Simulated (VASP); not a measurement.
# Si3Se2 (R32) in VASP: relaxation of cell and atoms with PBE

Aim: the relaxation of cell and atoms of Si3Se2 with PBE.

Program: VASP 6.6.1. These are calculated values, not measurements. Logs are shortened: lines on timing, memory, paths and dates and some standing lists are left out, and cuts for length are marked.

## 1. The cell of the first run

It takes space group R32 (No. 155, trigonal). Conventional cell: a = 6.353 Å, b = 6.353 Å, c = 7.695 Å, α = 90.00°, β = 90.00°, γ = 120.00°. Si (site symmetry 2) has 4 Se at 2.49 to 2.55 Å and 4 Si at 2.72 to 2.75 Å within 3.3 Å. Within 3.3 Å of Se (site symmetry 3) lie 6 Si at 2.49 to 2.55 Å.

The cell was built from a structure type or drawn by symmetry, and may not be a known phase.

## 2. Relaxation of cell and atoms, PBE

File INCAR:

```
SYSTEM = Si3Se2
PREC = Accurate
ENCUT = 500
EDIFF = 1E-7
ISMEAR = 0
SIGMA = 0.2
LREAL = .FALSE.
LASPH = .TRUE.
NELM = 120
ALGO = Normal
ISIF = 3
LWAVE = .FALSE.
LCHARG = .FALSE.
GGA = PE
IBRION = 2
NSW = 36
EDIFFG = -0.08
GGA_COMPAT = .FALSE.
NELMIN = 4
```

File KPOINTS:

```
regular mesh
0
G
  4 4 4
  0 0 0
```

File POSCAR:

```
Si3Se2
1.0
    3.1763148300      1.8338462200      2.5649862900
   -3.1763148300      1.8338462200      2.5649862900
    0.0000000000     -3.6676924400      2.5649862900
Si Se
3 2
Direct
    0.0000000000      0.2500000000      0.7500000000
    0.7500000000      0.0000000000      0.2500000000
    0.2500000000      0.7500000000      0.0000000000
    0.2599999900      0.2599999900      0.2599999900
    0.7400000100      0.7400000100      0.7400000100
```

Potentials or basis: VASP PAW PBE potentials, release 64 (Si, Se).

Run with:

```
cat potpaw_PBE.64/Si/POTCAR potpaw_PBE.64/Se/POTCAR > POTCAR
mpirun -np 1 vasp_std > vasp.out
```

OUTCAR:

```text
SYSTEM = Si3Se2
   PREC = Accurate
   ENCUT = 500
   EDIFF = 1E-7
   ISMEAR = 0
   LREAL = .FALSE.
   LASPH = .TRUE.
   NELM = 120
   ISIF = 3
   GGA = PE
   IBRION = 2
   NSW = 36
   EDIFFG = -0.08
   NELMIN = 4

 ion  position               nearest neighbor table
   1  0.000  0.250  0.750-   4 2.49   5 2.49   5 2.55   4 2.55   2 2.72   3 2.72   2 2.75   3 2.75

   2  0.750  0.000  0.250-   5 2.49   4 2.49   4 2.55   5 2.55   1 2.72   3 2.72   1 2.75   3 2.75

   3  0.250  0.750  0.000-   4 2.49   5 2.49   4 2.55   5 2.55   1 2.72   2 2.72   2 2.75   1 2.75

   4  0.260  0.260  0.260-   1 2.49   3 2.49   2 2.49   2 2.55   1 2.55   3 2.55
   5  0.740  0.740  0.740-   2 2.49   3 2.49   1 2.49   1 2.55   2 2.55   3 2.55

  LATTYP: Found a trigonal (rhomboedric) cell.
 ALAT       =     4.4756142039
 COS(alpha) =    -0.0073300560

  Lattice vectors:

 A1 = (   3.1763148300,   1.8338462200,   2.5649862900)
 A2 = (  -3.1763148300,   1.8338462200,   2.5649862900)
 A3 = (   0.0000000000,  -3.6676924400,   2.5649862900)

Analysis of symmetry for initial positions (statically):
=====================================================================
 Subroutine PRICEL returns:
 Original cell was already a primitive cell.

 Routine SETGRP: Setting up the symmetry group for a
 trigonal (rhombohedral) supercell.

 Subroutine GETGRP returns: Found  6 space group operations
 (whereof  6 operations were pure point group operations)
 out of a pool of 12 trial point group operations.

The static configuration has the point symmetry D_3 .

Analysis of symmetry for dynamics (positions and initial velocities):
=====================================================================
 Subroutine PRICEL returns:
 Original cell was already a primitive cell.

 Routine SETGRP: Setting up the symmetry group for a
 trigonal (rhombohedral) supercell.

 Subroutine GETGRP returns: Found  6 space group operations
 (whereof  6 operations were pure point group operations)
 out of a pool of 12 trial point group operations.

The dynamic configuration has the point symmetry D_3 .

 Subroutine INISYM returns: Found  6 space group operations
 (whereof  6 operations are pure point group operations),
 and found     1 'primitive' translations

----------------------------------------------------------------------------------------

                                     Primitive cell

  volume of cell :      89.6443

  direct lattice vectors                    reciprocal lattice vectors
     3.176314830  1.833846220  2.564986290     0.157415126  0.090883666  0.129955211
    -3.176314830  1.833846220  2.564986290    -0.157415126  0.090883666  0.129955211
     0.000000000 -3.667692440  2.564986290     0.000000000 -0.181767331  0.129955211

  length of vectors
     4.475614207  4.475614207  4.475614204     0.223445115  0.223445115  0.223445115

  position of ions in fractional coordinates (direct lattice)
     0.000000000  0.250000000  0.750000000
     0.750000000  0.000000000  0.250000000
     0.250000000  0.750000000  0.000000000
     0.259999990  0.259999990  0.259999990
     0.740000010  0.740000010  0.740000010

  ion indices of the primitive-cell ions
   primitive index   ion index
                 1           1
                 2           2
                 3           3
                 4           4
                 5           5

----------------------------------------------------------------------------------------

 KPOINTS: regular mesh

Automatic generation of k-mesh.
 Grid dimensions read from file:
 generate k-points for:    4    4    4

 Generating k-lattice:

  Cartesian coordinates                     Fractional coordinates (reciprocal lattice)
     0.039353782  0.022720916  0.032488803     0.250000000  0.000000000  0.000000000
    -0.039353782  0.022720916  0.032488803     0.000000000  0.250000000  0.000000000
     0.000000000 -0.045441833  0.032488803     0.000000000  0.000000000  0.250000000

  Length of vectors
     0.055861279  0.055861279  0.055861279

  Shift w.r.t. Gamma in fractional coordinates (k-lattice)
     0.000000000  0.000000000  0.000000000

 Subroutine IBZKPT returns following result:
 ===========================================

 Found     13 irreducible k-points:

 Following reciprocal coordinates:
            Coordinates               Weight
  0.000000  0.000000  0.000000      1.000000
  0.250000 -0.000000  0.000000      6.000000
  0.500000 -0.000000  0.000000      3.000000
  0.250000  0.250000  0.000000      6.000000
  0.500000  0.250000  0.000000     12.000000
 -0.250000  0.250000  0.000000      6.000000
  0.500000  0.500000  0.000000      3.000000
  0.250000  0.250000  0.250000      2.000000
  0.500000  0.250000  0.250000      6.000000
 -0.250000  0.250000  0.250000      6.000000
  0.500000  0.500000  0.250000      6.000000
 -0.250000  0.500000  0.250000      6.000000
  0.500000  0.500000  0.500000      1.000000
   k-points           NKPTS =     13   k-points in BZ     NKDIM =     13   number of bands    NBANDS=     16
   number of dos      NEDOS =    301   number of ions     NIONS =      5
   total plane-waves  NPLWV =  46656
   dimension x,y,z NGX =    36 NGY =   36 NGZ =   36
   dimension x,y,z NGXF=    72 NGYF=   72 NGZF=   72
   ions per type =               3   2
   NGX,Y,Z   is equivalent  to a cutoff of  13.37, 13.37, 13.37 a.u.
   NGXF,Y,Z  is equivalent  to a cutoff of  26.74, 26.74, 26.74 a.u.
 SYSTEM =  Si3Se2
   PREC   = accura    normal or accurate (medium, high low for compatibility)
   ISTART =      0    job   : 0-new  1-cont  2-samecut
   ICHARG =      2    charge: 1-file 2-atom 10-const
   ISPIN  =      1    spin polarized calculation?
   LNONCOLLINEAR =      F non collinear calculations
   LSORBIT =      F    spin-orbit coupling
   LASPH  =      T    aspherical Exc in radial PAW
   ENCUT  =  500.0 eV  36.75 Ry    6.06 a.u.   8.16  8.16  8.16*2*pi/ulx,y,z
   NELM   =    120;   NELMIN=  4; NELMDL= -5     # of ELM steps
   EDIFF  = 0.1E-06   stopping-criterion for ELM
   LREAL  =      F    real-space projection
   EDIFFG = -.8E-01   stopping-criterion for IOM
   NSW    =     36    number of steps for IOM
   IBRION =      2    ionic relax: 0-MD 1-quasi-New 2-CG
   NFREE  =      1    steps in history (QN), initial steepest desc. (CG)
   ISIF   =      3    stress and relaxation
   ISYM   =      2    0-nonsym 1-usesym 2-fastsym
   POTIM  = 0.5000    time-step for ionic-motion
   TEBEG  =    0.0;   TEEND  =   0.0 temperature during run
   PSTRESS=    0.0 pullay stress
   NELECT =      24.0000    total number of electrons
   NUPDOWN=      -1.0000    fix difference up-down
   EMIN   =  10.00;   EMAX   =-10.00  energy-range for DOS
   EFERMI =   0.00;   METHOD = LEGACY
   ISMEAR =     0;   SIGMA  =   0.20  broadening in eV -4-tet -1-fermi 0-gaus
   EFERMI_NEDOS =   21; number of points for ismear=-14 and -15
   IALGO  =     38    algorithm
   IMIX   =      4    mixing-type and parameters
     AMIX     =   0.40;   BMIX     =  1.00
     AMIX_MAG =   1.60;   BMIX_MAG =  1.00
  volume/ion in A,a.u.               =      17.93       120.99
  Fermi-wavevector in a.u.,A,eV,Ry     =   1.055126  1.993899 15.147242  1.113291
  Thomas-Fermi vector in A             =   2.190312
   LORBIT       =      0    0 simple, 1 ext, 2 COOP (PROOUT), +10 PAW based schemes
   GGA     = PE    functional components
   LHFCALC =     F    Hartree Fock is set to
   AEXX    =    0.0000 exact exchange contribution
   IVDW    =     0    specifies the selected vdW correction
   LEPSILON=     F    determine dielectric tensor
   LRPA    =     F    only Hartree local field effects (RPA)
 conjugate gradient relaxation of ions
 non-spin polarized calculation
 Gauss-broadening in eV      SIGMA  =   0.20
  energy-cutoff  :      500.00
  volume of cell :       89.64
 maximum number of plane-waves:      2302
 NGX is ok and might be reduce to    36
   NGX = 17   NGY = 17   NGZ = 17

--------------------------------------- Ionic step        1  -------------------------------------------

 number of electron      24.0000001 magnetization

 Free energy of the ion-electron system (eV)
  ---------------------------------------------------
  ext. energy  EPLUGINS =         0.00000000
  ---------------------------------------------------
  free energy    TOTEN  =       -19.31614778 eV

  energy without entropy =      -19.26088618  energy(sigma->0) =      -19.28851698

 E-fermi :   7.5951     XC(G=0): -10.3932

 val. band max:        7.5208130284   @ k =   0.5000   0.2500   0.0000
 cond. band min:       7.6986312088   @ k =  -0.2500   0.2500   0.0000
 fundamental gap:      0.1778181804
 Fermi energy:         7.5951176237

 k-point     1 :       0.0000    0.0000    0.0000
  band No.  band energies     occupation
      1      -9.1013      2.00000
      2      -6.8300      2.00000
      3      -0.6063      2.00000
      4      -0.6063      2.00000
      5      -0.3983      2.00000
      6       2.7788      2.00000
[... 8 lines left out ...]
     15       9.2794      0.00000
     16       9.2794      0.00000
[... 336 lines left out ...]
  FREE ENERGIE OF THE ION-ELECTRON SYSTEM (eV)
  ---------------------------------------------------
  free  energy   TOTEN  =       -20.2125021208 eV

  energy  without entropy=      -20.1238348955  energy(sigma->0) =      -20.16816851

[... ionic steps 4 to 14 ...]

--------------------------------------- Ionic step       15  -------------------------------------------

 number of electron      23.9999999 magnetization

------------------------ aborting loop because EDIFF is reached ----------------------------------------

  FORCE on cell =-STRESS in cart. coord.  units (eV):
  Direction    XX          YY          ZZ          XY          YZ          ZX
  --------------------------------------------------------------------------------------
  -------------------------------------------------------------------------------------
  Total        0.1764995      0.1764995      0.0170129      0.0000000      0.0000000      0.0000000
  in kB        2.7462782      2.7462782      0.2647161      0.0000000      0.0000000      0.0000000
  external PRESSURE =       1.9190909 kB  Pullay stress =       0.0000000 kB
[... 63 lines left out ...]
  energy  without entropy=      -21.0428079565  energy(sigma->0) =      -21.06328058

--------------------------------------- Ionic step       17  -------------------------------------------

 number of electron      23.9999994 magnetization

 Free energy of the ion-electron system (eV)
  ---------------------------------------------------
  ext. energy  EPLUGINS =         0.00000000
  ---------------------------------------------------
  free energy    TOTEN  =       -21.08678551 eV

  energy without entropy =      -21.04591094  energy(sigma->0) =      -21.06634823

 E-fermi :   5.9329     XC(G=0):  -9.8748

 val. band max:        5.8508695791   @ k =  -0.2500   0.2500   0.0000
 cond. band min:       5.9748891470   @ k =   0.0000   0.0000   0.0000
 fundamental gap:      0.1240195679
 Fermi energy:         5.9328855976

 k-point     1 :       0.0000    0.0000    0.0000
  band No.  band energies     occupation
      1      -9.1519      2.00000
      2      -7.2315      2.00000
      3      -2.4358      2.00000
      4      -1.2816      2.00000
      5      -1.2816      2.00000
      6       0.9527      2.00000
[... 8 lines left out ...]
     15       8.4758      0.00000
     16       8.5821      0.00000
[... 258 lines left out ...]
  FREE ENERGIE OF THE ION-ELECTRON SYSTEM (eV)
  ---------------------------------------------------
  free  energy   TOTEN  =       -21.0867855111 eV

  energy  without entropy=      -21.0459109448  energy(sigma->0) =      -21.06634823

 reached required accuracy - stopping structural energy minimisation
```

Wall time 5.7 min (1 thread of Intel Xeon 8259CL, shared host); peak memory 0.21 GiB.

Results:

| Quantity | Value |
| --- | --- |
| Free energy | -21.0868 eV |
| Relaxed volume | 20.48 Å³/atom |
| Relaxed cell | a = 4.688 Å, b = 4.688 Å, c = 4.688 Å, α = 86.30°, β = 86.30°, γ = 86.30° |
| Space group after relaxing (to 0.1 Å) | R32 (No. 155) |
| Energy gained by relaxing | 354.1 meV/atom |
| Ionic steps | 17 |
| Pressure after relaxing | 0.2 GPa |
| Largest force after relaxing | 0.039 eV/Å |
| Band gap on the k mesh | zero (bands 12 and 13 overlap by 1.85 eV) |

Forces in eV/Å, atoms in the order of the input:
```
Si  -0.007  0.013  0.000
Si  -0.007 -0.013  0.000
Si   0.015  0.000  0.000
Se   0.000  0.000 -0.039
Se   0.000  0.000  0.039
```

Step by step:
| step | energy change (eV) | largest force (eV/Å) | pressure (GPa) | volume (Å³) |
| --- | --- | --- | --- | --- |
| 1 | 0.0000 | 1.4746 | 14.89 | 89.64 |
| 2 | -0.8905 | 0.6259 | -1.51 | 113.05 |
| 3 | -0.8964 | 0.6817 | -0.49 | 110.57 |
| 4 | -0.8966 | 0.6713 | -0.68 | 111.02 |
| 5 | -1.0062 | 0.8412 | -0.72 | 110.74 |
| 6 | -1.4255 | 0.8412 | -0.64 | 109.67 |
| 7 | -1.1499 | 1.1320 | 5.10 | 106.53 |
| 8 | -1.5689 | 0.4946 | 0.68 | 108.60 |
| 9 | -1.5708 | 0.4576 | 0.44 | 108.73 |
| 10 | -1.6413 | 0.3266 | -0.81 | 110.26 |
| 11 | -1.6467 | 0.2631 | -1.19 | 110.79 |
| 12 | -1.7308 | 0.1493 | -1.31 | 107.62 |
| 13 | -1.7497 | 0.1506 | -1.19 | 105.64 |
| 14 | -1.7546 | 0.1373 | 1.34 | 101.00 |
| 15 | -1.7617 | 0.1426 | 0.19 | 102.97 |
| 16 | -1.7676 | 0.0983 | 0.17 | 102.73 |
| 17 | -1.7706 | 0.0392 | 0.20 | 102.40 |

Final structure:
```
Si Se
1.0
     3.20604    1.85101    2.87595
    -3.20604    1.85101    2.87595
     0.00000   -3.70202    2.87595
Si Se
3 2
Direct
  0.00000 0.23486 0.76514
  0.76514 0.00000 0.23486
  0.23486 0.76514 0.00000
  0.31330 0.31330 0.31330
  0.68670 0.68670 0.68670
```

Levels at points of the mesh, in eV from the Fermi level:
| k point | band 8 | band 9 | band 10 | band 11 | band 12 | band 13 | band 14 | band 15 | band 16 |
| --- | --- | --- | --- | --- | --- | --- | --- | --- | --- |
| (0.00, 0.00, 0.00) | -3.16 | -2.28 | -1.86 | -1.86 | -0.88 | 0.04 | 0.04 | 2.54 | 2.65 |
| (0.50, 0.00, 0.00) | -4.35 | -2.63 | -1.78 | -1.56 | -1.15 | 0.56 | 0.76 | 1.63 | 2.25 |
| (0.50, 0.50, 0.00) | -3.73 | -3.71 | -3.38 | -1.23 | -1.16 | 1.17 | 1.71 | 2.80 | 2.98 |
| (0.50, 0.50, 0.50) | -5.85 | -0.34 | 0.25 | 0.25 | 1.26 | 1.84 | 2.72 | 2.72 | 4.31 |

Caveat: the relaxation stopped at a loose force limit of 0.08 eV/Å, so its end isn't a converged minimum.
